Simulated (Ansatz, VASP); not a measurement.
# Two plane-wave programs on Bi

```
Bi
1.0
     4.50620    0.00000    0.00000
    -2.25310    3.90248    0.00000
     0.00000    0.00000    9.50168
Bi
4
Direct
  0.00000 0.00000 0.80922
  0.00000 0.00000 0.19078
  0.33333 0.66667 0.63527
  0.66667 0.33333 0.36473
```

Alike in both runs: functional PBE; k mesh 12 × 12 × 4; occupations gaussian, width 0.02 eV; no spin polarisation.

Ansatz relaxed the structure, and its values are those at the end. VASP's run is a single point on that final structure, the one shown.

|  | VASP | Ansatz |
| --- | --- | --- |
| version | VASP 6.6.1 | Ansatz 0.2.0 |
| potentials or method | VASP PAW PBE potentials, release 64 (Bi_d), cutoff 520 eV | scalar-relativistic, plane waves, PAW |
| valence electrons in the cell | 60 | 60 |

```tsv
	VASP	Ansatz	Ansatz less VASP
gap on the k mesh at the Fermi level (eV)	none	none	-
pressure (GPa)	-0.1	0.0	+0.05
rms of the force components (eV/Å)	0.008	0.002	-0.0061
```

A gap of «none» marks a metal or a gap that the smearing closes.

Spin-orbit coupling is off throughout.
